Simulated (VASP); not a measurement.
# ZrH2 (Fm-3m) in VASP: a series of runs

The runs below take ZrH2 through single point, with PBEsol.

Everything below comes from runs of VASP 6.6.1. Logs are shortened: lines on timing, memory, paths and dates and some standing lists are left out, and cuts for length are marked.

## 1. The cell of the first run

Symmetry: Fm-3m, No. 225, cubic system. Conventional cell: a = 4.739 Å, b = 4.739 Å, c = 4.739 Å, α = 90.00°, β = 90.00°, γ = 90.00°. Within 2.7 Å of Zr (site symmetry m-3m) lie 8 H at 2.05 Å. Within 2.7 Å of H (site symmetry -43m) lie 4 Zr at 2.05 Å and 6 H at 2.37 Å.

## 2. Single point, PBEsol

Contents of INCAR:

```
ALGO = Normal ; EDIFF = 1E-7
ENCUT = 520 ; GGA = PS
ISIF = 2 ; ISMEAR = -1
LASPH = True ; LCHARG = False
LREAL = False ; LWAVE = False
NBANDS = 14 ; NELM = 60
PREC = Accurate ; SIGMA = 0.05
```

Contents of KPOINTS:

```
k-points
0
Gamma
  16 16 16
```

Contents of POSCAR:

```
ZrH2
1.0
    0.0000000000      2.3693329348      2.3693329348
    2.3693329348      0.0000000000      2.3693329348
    2.3693329348      2.3693329348      0.0000000000
Zr H
1 2
Direct
    0.0000000000      0.0000000000      0.0000000000
    0.2500000000      0.2500000000      0.2500000000
    0.7500000000      0.7500000000      0.7500000000
```

Potentials or basis: VASP PAW PBE potentials, release 64 (Zr_sv, H).

Launch:

```
$ cat potpaw_PBE.64/Zr_sv/POTCAR potpaw_PBE.64/H/POTCAR > POTCAR
$ mpirun -np 1 vasp_std > vasp.out
```

OUTCAR:

```text
EDIFF = 1E-7
   ENCUT = 520
   GGA = PS
   ISIF = 2
   ISMEAR = -1
   LASPH = True
   LREAL = False
   NELM = 60
   PREC = Accurate

 ion  position               nearest neighbor table
   1  0.000  0.000  0.000-   3 2.05   3 2.05   3 2.05   2 2.05   3 2.05   2 2.05   2 2.05   2 2.05

   2  0.250  0.250  0.250-   1 2.05   1 2.05   1 2.05   1 2.05
   3  0.750  0.750  0.750-   1 2.05   1 2.05   1 2.05   1 2.05

  LATTYP: Found a face centered cubic cell.
 ALAT       =     4.7386658696

  Lattice vectors:

 A1 = (   0.0000000000,   2.3693329348,   2.3693329348)
 A2 = (   2.3693329348,   0.0000000000,   2.3693329348)
 A3 = (   2.3693329348,   2.3693329348,   0.0000000000)

Analysis of symmetry for initial positions (statically):
=====================================================================
 Subroutine PRICEL returns:
 Original cell was already a primitive cell.

 Routine SETGRP: Setting up the symmetry group for a
 face centered cubic supercell.

 Subroutine GETGRP returns: Found 48 space group operations
 (whereof 48 operations were pure point group operations)
 out of a pool of 48 trial point group operations.

The static configuration has the point symmetry O_h .

Analysis of symmetry for dynamics (positions and initial velocities):
=====================================================================
 Subroutine PRICEL returns:
 Original cell was already a primitive cell.

 Routine SETGRP: Setting up the symmetry group for a
 face centered cubic supercell.

 Subroutine GETGRP returns: Found 48 space group operations
 (whereof 48 operations were pure point group operations)
 out of a pool of 48 trial point group operations.

The dynamic configuration has the point symmetry O_h .

 Subroutine INISYM returns: Found 48 space group operations
 (whereof 48 operations are pure point group operations),
 and found     1 'primitive' translations

----------------------------------------------------------------------------------------

                                     Primitive cell

  volume of cell :      26.6016

  direct lattice vectors                    reciprocal lattice vectors
     0.000000000  2.369332935  2.369332935    -0.211029861  0.211029861  0.211029861
     2.369332935  0.000000000  2.369332935     0.211029861 -0.211029861  0.211029861
     2.369332935  2.369332935  0.000000000     0.211029861  0.211029861 -0.211029861

  length of vectors
     3.350742770  3.350742770  3.350742770     0.365514441  0.365514441  0.365514441

  position of ions in fractional coordinates (direct lattice)
     0.000000000  0.000000000  0.000000000
     0.250000000  0.250000000  0.250000000
     0.750000000  0.750000000  0.750000000

  ion indices of the primitive-cell ions
   primitive index   ion index
                 1           1
                 2           2
                 3           3

----------------------------------------------------------------------------------------

 KPOINTS: k-points

Automatic generation of k-mesh.
 Grid dimensions read from file:
 generate k-points for:   16   16   16

 Generating k-lattice:

  Cartesian coordinates                     Fractional coordinates (reciprocal lattice)
    -0.013189366  0.013189366  0.013189366     0.062500000  0.000000000  0.000000000
     0.013189366 -0.013189366  0.013189366     0.000000000  0.062500000  0.000000000
     0.013189366  0.013189366 -0.013189366     0.000000000  0.000000000  0.062500000

  Length of vectors
     0.022844653  0.022844653  0.022844653

  Shift w.r.t. Gamma in fractional coordinates (k-lattice)
     0.000000000  0.000000000  0.000000000

 Subroutine IBZKPT returns following result:
 ===========================================

 Found    145 irreducible k-points:

 Following reciprocal coordinates:
            Coordinates               Weight
  0.000000  0.000000  0.000000      1.000000
  0.062500  0.000000  0.000000      8.000000
  0.125000  0.000000  0.000000      8.000000
  0.187500  0.000000  0.000000      8.000000
  0.250000  0.000000  0.000000      8.000000
  0.312500  0.000000  0.000000      8.000000
[... 16 lines left out ...]
 -0.125000  0.062500  0.000000     24.000000
 -0.062500  0.062500  0.000000     12.000000
 [... further k-points ...]
   k-points           NKPTS =    145   k-points in BZ     NKDIM =    145   number of bands    NBANDS=     14
   number of dos      NEDOS =    301   number of ions     NIONS =      3
   total plane-waves  NPLWV =  21952
   dimension x,y,z NGX =    28 NGY =   28 NGZ =   28
   dimension x,y,z NGXF=    56 NGYF=   56 NGZF=   56
   ions per type =               1   2
   NGX,Y,Z   is equivalent  to a cutoff of  13.89, 13.89, 13.89 a.u.
   NGXF,Y,Z  is equivalent  to a cutoff of  27.78, 27.78, 27.78 a.u.
 SYSTEM =  unknown system
   PREC   = accura    normal or accurate (medium, high low for compatibility)
   ISTART =      0    job   : 0-new  1-cont  2-samecut
   ICHARG =      2    charge: 1-file 2-atom 10-const
   ISPIN  =      1    spin polarized calculation?
   LNONCOLLINEAR =      F non collinear calculations
   LSORBIT =      F    spin-orbit coupling
   LASPH  =      T    aspherical Exc in radial PAW
   ENCUT  =  520.0 eV  38.22 Ry    6.18 a.u.   6.23  6.23  6.23*2*pi/ulx,y,z
   NELM   =     60;   NELMIN=  2; NELMDL= -5     # of ELM steps
   EDIFF  = 0.1E-06   stopping-criterion for ELM
   LREAL  =      F    real-space projection
   EDIFFG = 0.1E-05   stopping-criterion for IOM
   NSW    =      0    number of steps for IOM
   IBRION =     -1    ionic relax: 0-MD 1-quasi-New 2-CG
   NFREE  =      0    steps in history (QN), initial steepest desc. (CG)
   ISIF   =      2    stress and relaxation
   ISYM   =      2    0-nonsym 1-usesym 2-fastsym
   POTIM  = 0.5000    time-step for ionic-motion
   TEBEG  =    0.0;   TEEND  =   0.0 temperature during run
   PSTRESS=    0.0 pullay stress
   NELECT =      14.0000    total number of electrons
   NUPDOWN=      -1.0000    fix difference up-down
   EMIN   =  10.00;   EMAX   =-10.00  energy-range for DOS
   EFERMI =   0.00;   METHOD = LEGACY
   ISMEAR =    -1;   SIGMA  =   0.05  broadening in eV -4-tet -1-fermi 0-gaus
   EFERMI_NEDOS =   21; number of points for ismear=-14 and -15
   IALGO  =     38    algorithm
   IMIX   =      4    mixing-type and parameters
     AMIX     =   0.40;   BMIX     =  1.00
     AMIX_MAG =   1.60;   BMIX_MAG =  1.00
  volume/ion in A,a.u.               =       8.87        59.84
  Fermi-wavevector in a.u.,A,eV,Ry     =   1.321746  2.497738 23.769557  1.747013
  Thomas-Fermi vector in A             =   2.451478
   LORBIT       =      0    0 simple, 1 ext, 2 COOP (PROOUT), +10 PAW based schemes
   GGA     = PS    functional components
   LHFCALC =     F    Hartree Fock is set to
   AEXX    =    0.0000 exact exchange contribution
   IVDW    =     0    specifies the selected vdW correction
   LEPSILON=     F    determine dielectric tensor
   LRPA    =     F    only Hartree local field effects (RPA)
 non-spin polarized calculation
  energy-cutoff  :      520.00
  volume of cell :       26.60
 maximum number of plane-waves:       728
 NGX is ok and might be reduce to    28
   NGX = 13   NGY = 13   NGZ = 13

 number of electron      14.0000000 magnetization

 Free energy of the ion-electron system (eV)
  ---------------------------------------------------
  ext. energy  EPLUGINS =         0.00000000
  ---------------------------------------------------
  free energy    TOTEN  =       -17.58373734 eV

  energy without entropy =      -17.57176776  energy(sigma->0) =      -17.57775255

 E-fermi :   8.7784     XC(G=0): -11.4960

 val. band max:        8.7768398473   @ k =   0.1250   0.1250   0.0000
 cond. band min:       8.7855771519   @ k =   0.1875   0.0000   0.0000
 fundamental gap:      0.0087373046
 Fermi energy:         8.7784494786

 k-point     1 :       0.0000    0.0000    0.0000
  band No.  band energies     occupation
      1     -40.2659      2.00000
      2     -18.0147      2.00000
      3     -18.0147      2.00000
      4     -18.0147      2.00000
      5      -1.0131      2.00000
      6       7.4950      2.00000
      7       8.4277      1.99821
      8       8.4277      1.99821
      9       8.4277      1.99821
     10      11.1769      0.00000
     11      11.1769      0.00000
     12      19.9638      0.00000
     13      21.2405      0.00000
     14      21.2405      0.00000

 k-point     2 :       0.0625    0.0000    0.0000
  band No.  band energies     occupation
      1     -40.2623      2.00000
      2     -18.0466      2.00000
      3     -18.0184      2.00000
      4     -18.0184      2.00000
      5      -0.9092      2.00000
      6       6.7040      2.00000
      7       8.4826      1.99463
      8       8.4826      1.99463
      9       9.3467      0.00002
     10      11.1205      0.00000
     11      11.1205      0.00000
     12      19.1041      0.00000
     13      21.4623      0.00000
     14      21.4623      0.00000

 k-point     3 :       0.1250    0.0000    0.0000
  band No.  band energies     occupation
      1     -40.2520      2.00000
      2     -18.1362      2.00000
      3     -18.0289      2.00000
      4     -18.0289      2.00000
      5      -0.6122      2.00000
      6       5.7339      2.00000
      7       8.6260      1.90954
      8       8.6260      1.90954
      9      10.6836      0.00000
     10      10.9966      0.00000
     11      10.9966      0.00000
     12      18.0115      0.00000
     13      22.0957      0.00000
     14      22.0957      0.00000
[... 324 lines left out ...]
 k-point    23 :      -0.1250    0.0625    0.0000
  band No.  band energies     occupation
      1     -40.2445      2.00000
      2     -18.1898      2.00000
      3     -18.0559      2.00000
      4     -18.0285      2.00000
      5      -0.3902      2.00000
      6       5.2723      2.00000
      7       8.7194      1.53015
      8       8.7405      1.36269
      9      10.6819      0.00000
     10      11.1553      0.00000
     11      11.4125      0.00000
     12      17.6657      0.00000
     13      21.9026      0.00000
     14      22.8466      0.00000

 k-point    24 :      -0.0625    0.0625    0.0000
  band No.  band energies     occupation
      1     -40.2565      2.00000
      2     -18.0917      2.00000
      3     -18.0349      2.00000
      4     -18.0198      2.00000
      5      -0.7402      2.00000
      6       6.0660      2.00000
      7       8.5658      1.97194
      8       8.5823      1.96121
      9      10.1845      0.00000
     10      10.9126      0.00000
     11      11.1608      0.00000
     12      18.4647      0.00000
     13      21.4765      0.00000
     14      21.9795      0.00000

 [... further k-points ...]
[... 5 lines left out ...]
  --------------------------------------------------------------------------------------
  -------------------------------------------------------------------------------------
  Total        0.3831156      0.3831156      0.3831156     -0.0000000      0.0000000      0.0000000
  in kB       23.0744926     23.0744926     23.0744926     -0.0000000      0.0000000      0.0000000
  external PRESSURE =      23.0744926 kB  Pullay stress =       0.0000000 kB

 VOLUME and BASIS-vectors are now :
 -----------------------------------------------------------------------------
  energy-cutoff  :      520.00
  volume of cell :       26.60
      direct lattice vectors                 reciprocal lattice vectors
     0.000000000  2.369332935  2.369332935    -0.211029861  0.211029861  0.211029861
     2.369332935  0.000000000  2.369332935     0.211029861 -0.211029861  0.211029861
     2.369332935  2.369332935  0.000000000     0.211029861  0.211029861 -0.211029861

 POSITION                                       TOTAL-FORCE (eV/Angst)
 -----------------------------------------------------------------------------------
      0.00000      0.00000      0.00000        -0.000000     -0.000000     -0.000000
      1.18467      1.18467      1.18467         0.000000      0.000000      0.000000
      3.55400      3.55400      3.55400        -0.000000     -0.000000     -0.000000
 -----------------------------------------------------------------------------------
    total drift:                               -0.000000     -0.000000      0.000000

  FREE ENERGIE OF THE ION-ELECTRON SYSTEM (eV)
  ---------------------------------------------------
  free  energy   TOTEN  =       -17.5837373392 eV

  energy  without entropy=      -17.5717677639  energy(sigma->0) =      -17.57775255
```

It took 46 s on 1 thread of Intel Xeon Platinum 8488C (Sapphire Rapids), shared host; peak memory 0.19 GiB.

Results:

| Quantity | Value |
| --- | --- |
| Free energy | -17.5837 eV |
| Pressure | 2.3 GPa |
| Band gap on the k mesh | zero (band 7 reaches 9.21 eV, above the bottom of band 8 at 8.43 eV) |

Caveat: the PAW data sets were made with another functional, which shifts forces and pressure a little.

(Continued in part 2 of 2.)
